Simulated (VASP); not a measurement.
# CuO (Cc) in VASP: notebook, part 2 of 3

VASP 6.6.1. Earlier steps stand in the parts before.

### 4 Relaxation of cell and atoms, PBE, target pressure 20 GPa, at which the enthalpy is minimised

This run uses another cell than the first one, of 10.16 Å³/atom.

INCAR

```
PREC     = Accurate       # precision mode
ENCUT    = 600            # plane-wave cutoff, eV
EDIFF    = 1E-6           # SCF threshold, eV
ISMEAR   = -1             # smearing method
SIGMA    = 0.05           # smearing width, eV
LREAL    = False          # projectors in reciprocal space
LASPH    = True           # aspherical terms in the spheres
NELM     = 80             # most SCF steps
ALGO     = Normal         # electronic algorithm
ISIF     = 3              # what is computed and relaxed
LWAVE    = False          # write WAVECAR
LCHARG   = False          # write CHGCAR
GGA      = PE             # functional
IBRION   = 2              # ionic algorithm
NSW      = 60             # ionic steps
EDIFFG   = -0.01          # ionic threshold
PSTRESS  = 200.0
```

KPOINTS

```
regular mesh
0
Gamma
  10 10 5
```

POSCAR

```
CuO
1.0
    2.3446500000     -1.7134000000      0.0000000000
    2.3446500000      1.7134000000      0.0000000000
   -0.8605543552      0.0000000000      5.0594363927
Cu O
2 2
Direct
    0.4968000000      0.0032000000      0.5000000000
    0.0032000000      0.4968000000      0.0000000000
    0.4056000000      0.5714000000      0.7537000000
    0.5714000000      0.4056000000      0.2537000000
```

Potentials or basis: VASP PAW PBE potentials, release 64 (Cu, O).

Run with:

```console
$ cat potpaw_PBE.64/Cu/POTCAR potpaw_PBE.64/O/POTCAR > POTCAR
$ mpirun -np 1 vasp_std > vasp.out
```

OUTCAR:

```text
PREC = Accurate
   ENCUT = 600
   EDIFF = 1E-6
   ISMEAR = -1
   LREAL = False
   LASPH = True
   NELM = 80
   ISIF = 3
   GGA = PE
   IBRION = 2
   NSW = 60
   EDIFFG = -0.01
   PSTRESS = 200.0

 ion  position               nearest neighbor table
   1  0.497  0.003  0.500-   4 1.91   3 1.93   4 1.98   3 2.02
   2  0.003  0.497  0.000-   3 1.91   4 1.93   3 1.98   4 2.02
   3  0.406  0.571  0.754-   2 1.91   1 1.93   2 1.98   1 2.02
   4  0.571  0.406  0.254-   1 1.91   2 1.93   1 1.98   2 2.02

  LATTYP: Found a base centered monoclinic cell.
 ALAT       =     4.6893000000
 B/A-ratio  =     0.7307700510
 C/A-ratio  =     1.0944277397
 COS(beta)  =    -0.1676807457

  Lattice vectors:

 A1 = (   2.3446500000,  -1.7134000000,   0.0000000000)
 A2 = (   2.3446500000,   1.7134000000,   0.0000000000)
 A3 = (  -0.8605543552,   0.0000000000,   5.0594363927)

Analysis of symmetry for initial positions (statically):
=====================================================================
 Subroutine PRICEL returns:
 Original cell was already a primitive cell.

 Routine SETGRP: Setting up the symmetry group for a
 base centered monoclinic supercell.

 Subroutine GETGRP returns: Found  2 space group operations
 (whereof  1 operations were pure point group operations)
 out of a pool of  4 trial point group operations.

The static configuration has the point symmetry C_1 .
 The point group associated with its full space group is C_1h.

Analysis of symmetry for dynamics (positions and initial velocities):
=====================================================================
 Subroutine PRICEL returns:
 Original cell was already a primitive cell.

 Routine SETGRP: Setting up the symmetry group for a
 base centered monoclinic supercell.

 Subroutine GETGRP returns: Found  2 space group operations
 (whereof  1 operations were pure point group operations)
 out of a pool of  4 trial point group operations.

The dynamic configuration has the point symmetry C_1 .
 The point group associated with its full space group is C_1h.

 Subroutine INISYM returns: Found  2 space group operations
 (whereof  1 operations are pure point group operations),
 and found     1 'primitive' translations

----------------------------------------------------------------------------------------

                                     Primitive cell

  volume of cell :      40.6508

  direct lattice vectors                    reciprocal lattice vectors
     2.344650000 -1.713400000  0.000000000     0.213251445 -0.291817439  0.036271720
     2.344650000  1.713400000  0.000000000     0.213251445  0.291817439  0.036271720
    -0.860554355  0.000000000  5.059436393     0.000000000  0.000000000  0.197650474

  length of vectors
     2.903984019  2.903984019  5.132100000     0.363248171  0.363248171  0.197650474

  position of ions in fractional coordinates (direct lattice)
     0.496800000  0.003200000  0.500000000
     0.003200000  0.496800000  0.000000000
     0.405600000  0.571400000  0.753700000
     0.571400000  0.405600000  0.253700000
[... 62 lines left out ...]
   number of dos      NEDOS =    301   number of ions     NIONS =      4
   total plane-waves  NPLWV =  24192
   dimension x,y,z NGX =    24 NGY =   24 NGZ =   42
   dimension x,y,z NGXF=    48 NGYF=   48 NGZF=   84
   ions per type =               2   2
   NGX,Y,Z   is equivalent  to a cutoff of  13.74, 13.74, 13.61 a.u.
   NGXF,Y,Z  is equivalent  to a cutoff of  27.48, 27.48, 27.21 a.u.
 SYSTEM =  unknown system
   PREC   = accura    normal or accurate (medium, high low for compatibility)
   ISTART =      0    job   : 0-new  1-cont  2-samecut
   ICHARG =      2    charge: 1-file 2-atom 10-const
   ISPIN  =      1    spin polarized calculation?
   LNONCOLLINEAR =      F non collinear calculations
   LSORBIT =      F    spin-orbit coupling
   LASPH  =      T    aspherical Exc in radial PAW
   ENCUT  =  600.0 eV  44.10 Ry    6.64 a.u.   5.80  5.80 10.25*2*pi/ulx,y,z
   NELM   =     80;   NELMIN=  2; NELMDL= -5     # of ELM steps
   EDIFF  = 0.1E-05   stopping-criterion for ELM
   LREAL  =      F    real-space projection
   EDIFFG = -.1E-01   stopping-criterion for IOM
   NSW    =     60    number of steps for IOM
   IBRION =      2    ionic relax: 0-MD 1-quasi-New 2-CG
   NFREE  =      1    steps in history (QN), initial steepest desc. (CG)
   ISIF   =      3    stress and relaxation
   ISYM   =      2    0-nonsym 1-usesym 2-fastsym
   POTIM  = 0.5000    time-step for ionic-motion
   TEBEG  =    0.0;   TEEND  =   0.0 temperature during run
   PSTRESS=  200.0 pullay stress
   NELECT =      34.0000    total number of electrons
   NUPDOWN=      -1.0000    fix difference up-down
   EMIN   =  10.00;   EMAX   =-10.00  energy-range for DOS
   EFERMI =   0.00;   METHOD = LEGACY
   ISMEAR =    -1;   SIGMA  =   0.05  broadening in eV -4-tet -1-fermi 0-gaus
   EFERMI_NEDOS =   21; number of points for ismear=-14 and -15
   IALGO  =     38    algorithm
   IMIX   =      4    mixing-type and parameters
     AMIX     =   0.40;   BMIX     =  1.00
     AMIX_MAG =   1.60;   BMIX_MAG =  1.00
  volume/ion in A,a.u.               =      10.16        68.58
  Fermi-wavevector in a.u.,A,eV,Ry     =   1.542451  2.914811 32.370388  2.379156
  Thomas-Fermi vector in A             =   2.648254
   LORBIT       =      0    0 simple, 1 ext, 2 COOP (PROOUT), +10 PAW based schemes
   GGA     = PE    functional components
   LHFCALC =     F    Hartree Fock is set to
   AEXX    =    0.0000 exact exchange contribution
   IVDW    =     0    specifies the selected vdW correction
   LEPSILON=     F    determine dielectric tensor
   LRPA    =     F    only Hartree local field effects (RPA)
 conjugate gradient relaxation of ions
 non-spin polarized calculation
  energy-cutoff  :      600.00
  volume of cell :       40.65
 maximum number of plane-waves:      1369
   NGX = 11   NGY = 11   NGZ = 21

--------------------------------------- Ionic step        1  -------------------------------------------

 number of electron      33.9999993 magnetization

 Free energy of the ion-electron system (eV)
  ---------------------------------------------------
  ext. energy  EPLUGINS =         0.00000000
  ---------------------------------------------------
  free energy    TOTEN  =       -19.49314206 eV

  energy without entropy =      -19.47396587  energy(sigma->0) =      -19.48355397

------------------------ aborting loop because EDIFF is reached ----------------------------------------

  FORCE on cell =-STRESS in cart. coord.  units (eV):
  Direction    XX          YY          ZZ          XY          YZ          ZX
  --------------------------------------------------------------------------------------
  -------------------------------------------------------------------------------------
  Total        1.5776747      1.7453529      1.4675100      0.0000000      0.0000000     -0.4624695
  in kB       62.1812041     68.7899379     57.8392613      0.0000000      0.0000000    -18.2274009
  external PRESSURE =    -137.0631989 kB  Pullay stress =     200.0000000 kB
[... 103 lines left out ...]
  energy  without entropy=      -19.2911962233  energy(sigma->0) =      -19.30021171

  enthalpy is  TOTEN    =       -14.5826093750 eV   P V=        4.7266178221

[... ionic steps 4 to 36 ...]

--------------------------------------- Ionic step       37  -------------------------------------------

 number of electron      34.0000005 magnetization

------------------------ aborting loop because EDIFF is reached ----------------------------------------
[... 75 lines left out ...]
--------------------------------------- Ionic step       39  -------------------------------------------

 number of electron      34.0000006 magnetization

 Free energy of the ion-electron system (eV)
  ---------------------------------------------------
  ext. energy  EPLUGINS =         0.00000000
  ---------------------------------------------------
  free energy    TOTEN  =       -19.20928862 eV

  energy without entropy =      -19.19312258  energy(sigma->0) =      -19.20120560

 E-fermi :   6.9483     XC(G=0): -12.5572

 val. band max:        6.9469379321   @ k =  -0.4000   0.0000   0.4000
 cond. band min:       6.9498423574   @ k =   0.5000   0.1000   0.4000
 fundamental gap:      0.0029044253
 Fermi energy:         6.9482891513

 k-point     1 :       0.0000    0.0000    0.0000
  band No.  band energies     occupation
      1     -13.5443      2.00000
      2     -12.0539      2.00000
      3      -1.6918      2.00000
      4       1.1038      2.00000
      5       1.3820      2.00000
      6       3.6770      2.00000
[... 565 lines left out ...]
     20      14.0376      0.00000
     21      16.6222      0.00000

 [... further k-points ...]

------------------------ aborting loop because EDIFF is reached ----------------------------------------

  FORCE on cell =-STRESS in cart. coord.  units (eV):
  Direction    XX          YY          ZZ          XY          YZ          ZX
  --------------------------------------------------------------------------------------
  -------------------------------------------------------------------------------------
  Total        4.5663797      4.6113851      4.5919744      0.0000000      0.0000000     -0.0092239
  in kB      199.6178166    201.5852125    200.7366822      0.0000000      0.0000000     -0.4032209
  external PRESSURE =       0.6465704 kB  Pullay stress =     200.0000000 kB
[... 23 lines left out ...]
  energy  without entropy=      -19.1931225801  energy(sigma->0) =      -19.20120560

  enthalpy is  TOTEN    =       -14.6341662601 eV   P V=        4.5751223594

 reached required accuracy - stopping structural energy minimisation
```

Wall time 31 min (1 thread of Intel Xeon Platinum 8488C (Sapphire Rapids), shared host); peak memory 0.28 GiB.

What came out:

| Item | Value |
| --- | --- |
| Free energy | -19.2093 eV |
| Relaxed volume | 9.16 Å³/atom |
| Relaxed cell | a = 2.847 Å, b = 2.847 Å, c = 5.048 Å, α = 101.32°, β = 101.32°, γ = 67.21° |
| Space group after relaxing (to 0.1 Å) | C2/c (No. 15) |
| Energy change on relaxing (the run minimises the enthalpy) | +71.0 meV/atom |
| Ionic steps | 39 |
| Pressure after relaxing | 20.1 GPa |
| Largest force after relaxing | 0.006 eV/Å |
| Band gap on the k mesh | zero (bands 17 and 18 overlap by 0.51 eV) |

Forces on the atoms (eV/Å):
```
Cu   0.003 -0.003 -0.002
Cu   0.003  0.003 -0.002
O   -0.003  0.005  0.002
O   -0.003 -0.005  0.002
```

The path:
```csv
step,energy change (eV),largest force (eV/Å),pressure (GPa),volume (Å³)
1,0.0000,0.7884,6.29,40.65
2,0.5674,0.5077,38.12,35.75
3,0.1839,0.3658,21.38,37.86
4,0.1907,0.3546,21.85,37.81
5,0.1559,0.2356,19.73,37.97
6,0.1589,0.1734,20.00,37.94
7,0.1508,0.1459,19.22,37.96
8,0.1437,0.1388,17.76,37.99
9,0.1617,0.1481,18.49,37.83
10,0.2120,0.1765,20.28,37.39
11,0.2372,0.1910,21.27,37.18
12,0.2432,0.1409,21.04,37.11
13,0.2607,0.0775,20.70,36.93
14,0.3107,0.2684,20.28,36.55
15,0.2744,0.1303,20.54,36.81
16,0.2636,0.0402,19.51,36.86
17,0.2546,0.0857,18.43,36.92
18,0.2831,0.0964,19.96,36.67
19,0.2969,0.1030,20.67,36.56
20,0.2934,0.1013,20.52,36.58
21,0.2878,0.0178,20.19,36.62
22,0.2865,0.0167,19.97,36.63
23,0.2868,0.0143,20.06,36.63
24,0.2869,0.0131,20.18,36.63
25,0.2824,0.0082,19.69,36.66
26,0.2835,0.0089,19.89,36.66
27,0.2831,0.0076,19.95,36.66
28,0.2827,0.0076,19.92,36.66
29,0.2825,0.0079,19.62,36.66
30,0.2863,0.0081,19.94,36.63
31,0.2878,0.0070,20.18,36.62
32,0.2871,0.0083,20.06,36.63
33,0.2872,0.0072,20.20,36.62
34,0.2851,0.0067,19.92,36.64
35,0.2849,0.0064,20.07,36.64
36,0.2843,0.0063,19.91,36.65
37,0.2843,0.0068,19.92,36.65
38,0.2841,0.0058,20.03,36.65
39,0.2839,0.0062,20.06,36.65
```

Final structure:
```yaml
crystal:
  lattice:
    - [2.36970, -1.57559, -0.07371]
    - [2.36970, 1.57559, -0.07371]
    - [-1.03611, 0.00000, 4.94036]
  atoms:
    - { symbol: Cu, position: [0.49369, 0.99456, 0.50181] }
    - { symbol: Cu, position: [0.99456, 0.49369, 0.00181] }
    - { symbol: O, position: [0.37284, 0.61591, 0.75189] }
    - { symbol: O, position: [0.61591, 0.37284, 0.25189] }
```

Caveat: the cell is relaxed towards a set pressure, so the run minimises the enthalpy, not the energy; semilocal functionals often make such compounds metallic where correlation or magnetic order opens a gap, which also shifts bond lengths. With open d or f shells a metallic result of PBE can be an artefact of self-interaction; +U or a hybrid may open a gap.

### 5 Relaxation of cell and atoms, PBE, target pressure 30 GPa, at which the enthalpy is minimised

This run uses another cell than the first one, of 10.16 Å³/atom.

INCAR

```
SYSTEM = CuO
  PREC = Accurate
  ENCUT = 600
  EDIFF = 1E-7
  ISMEAR = -1
  SIGMA = 0.05
  LREAL = .FALSE.
  LASPH = .TRUE.
  NELM = 60
  ALGO = Normal
  ISIF = 3
  LWAVE = .FALSE.
  LCHARG = .FALSE.
  GGA = PE
  IBRION = 2
  NSW = 60
  EDIFFG = -0.01
  PSTRESS = 300.0
```

KPOINTS

```
regular mesh
0
G
  10 10 5
  0 0 0
```

POSCAR is that of step 4.

Run with:

```console
$ cat potpaw_PBE.64/Cu/POTCAR potpaw_PBE.64/O/POTCAR > POTCAR
$ mpirun -np 1 vasp_std > vasp.out
```

Wall time 39 min (1 thread of Intel Xeon Platinum 8488C (Sapphire Rapids), shared host); peak memory 0.28 GiB.

The run converged. Its results:

```
Free energy                                                : -18.8698 eV
Relaxed volume                                             : 8.61 Å³/atom
Relaxed cell                                               : a = 2.835 Å, b = 2.835 Å, c = 4.987 Å, α = 104.03°, β = 104.03°, γ = 63.78°
Space group after relaxing (to 0.1 Å)                      : C2/c (No. 15)
Energy change on relaxing (the run minimises the enthalpy) : +155.8 meV/atom
Ionic steps                                                : 38
Pressure after relaxing                                    : 29.9 GPa
Largest force after relaxing                               : 0.009 eV/Å
Band gap on the k mesh                                     : zero (bands 17 and 18 overlap by 0.56 eV)
```

Forces on the atoms (eV/Å):
```
Cu  -0.001  0.000  0.000
Cu  -0.001  0.000  0.000
O    0.001  0.009  0.000
O    0.001 -0.009  0.000
```

Stress tensor (GPa, compression positive):
```
29.90  0.00  0.01
 0.00 29.88  0.00
 0.01  0.00 30.02
```

The path:
| step | energy change (eV) | largest force (eV/Å) | pressure (GPa) | volume (Å³) |
| --- | --- | --- | --- | --- |
| 1 | 0.0000 | 0.7883 | 6.24 | 40.65 |
| 2 | 1.7327 | 1.1318 | 76.95 | 32.41 |
| 3 | 0.3887 | 0.5580 | 30.51 | 36.64 |
| 4 | 0.4071 | 0.5463 | 31.34 | 36.54 |
| 5 | 0.3872 | 0.4519 | 30.06 | 36.44 |
| 6 | 0.3852 | 0.4120 | 30.11 | 36.44 |
| 7 | 0.3605 | 0.3373 | 28.04 | 36.44 |
| 8 | 0.3511 | 0.2561 | 24.04 | 36.39 |
| 9 | 0.3950 | 0.2648 | 25.37 | 36.10 |
| 10 | 0.5304 | 0.3045 | 29.49 | 35.29 |
| 11 | 0.5668 | 0.3169 | 30.59 | 35.09 |
| 12 | 0.5652 | 0.2550 | 30.61 | 35.05 |
| 13 | 0.5696 | 0.1448 | 30.88 | 34.94 |
| 14 | 0.6194 | 0.5255 | 31.95 | 34.70 |
| 15 | 0.5840 | 0.2849 | 31.24 | 34.84 |
| 16 | 0.5518 | 0.1719 | 29.79 | 34.96 |
| 17 | 0.5049 | 0.0947 | 27.29 | 35.17 |
| 18 | 0.5701 | 0.1246 | 30.15 | 34.78 |
| 19 | 0.5818 | 0.1380 | 30.64 | 34.72 |
| 20 | 0.5771 | 0.0773 | 30.21 | 34.73 |
| 21 | 0.5760 | 0.0938 | 30.05 | 34.73 |
| 22 | 0.5726 | 0.0772 | 29.73 | 34.75 |
| 23 | 0.5638 | 0.0690 | 28.73 | 34.79 |
| 24 | 0.5703 | 0.0686 | 28.97 | 34.75 |
| 25 | 0.5900 | 0.0690 | 29.63 | 34.64 |
| 26 | 0.6310 | 0.0724 | 31.00 | 34.42 |
| 27 | 0.6214 | 0.0713 | 30.66 | 34.47 |
| 28 | 0.6218 | 0.0465 | 30.54 | 34.46 |
| 29 | 0.6235 | 0.0218 | 30.19 | 34.45 |
| 30 | 0.6190 | 0.0145 | 29.92 | 34.47 |
| 31 | 0.6112 | 0.0042 | 29.51 | 34.52 |
| 32 | 0.6148 | 0.0051 | 29.71 | 34.50 |
| 33 | 0.6248 | 0.0232 | 30.08 | 34.44 |
| 34 | 0.6272 | 0.0276 | 30.17 | 34.43 |
| 35 | 0.6266 | 0.0218 | 30.16 | 34.43 |
| 36 | 0.6254 | 0.0137 | 30.05 | 34.44 |
| 37 | 0.6254 | 0.0139 | 30.06 | 34.44 |
| 38 | 0.6233 | 0.0089 | 29.93 | 34.45 |

Final structure:
```xyz
4
Lattice="2.4033 -1.4975 -0.1275 2.4033 1.4975 -0.1275 -1.1687 0.0000 4.8479" Properties=species:S:1:pos:R:3 pbc="T T T"
Cu    2.9909    0.7486    2.2432
Cu    3.5752   -0.7486   -0.1808
O     1.4969    0.4956    3.5189
O     2.0813   -0.4956    1.0949
```

Levels at points of the mesh, in eV from the Fermi level:
```csv
k point,band 14,band 15,band 16,band 17,band 18,band 19,band 20,band 21
"(0.00, 0.00, 0.00)",-2.28,-2.19,-1.66,0.29,0.91,2.22,5.97,10.03
"(0.50, 0.00, 0.00)",-1.66,-1.11,-1.00,-0.40,-0.23,7.13,7.41,8.34
"(0.50, 0.50, 0.00)",-2.03,-1.70,-1.45,0.28,0.96,5.03,6.50,10.62
```

Caveat: the cell is relaxed towards a set pressure, so the run minimises the enthalpy, not the energy; the volume moved by over 15 % at a fixed basis, so the end points are rough; semilocal functionals often make such compounds metallic where correlation or magnetic order opens a gap, which also shifts bond lengths.

(Part 2 of 3 ends here.)

The gap in the log of VASP goes by the Fermi energy; the results here count the filled bands.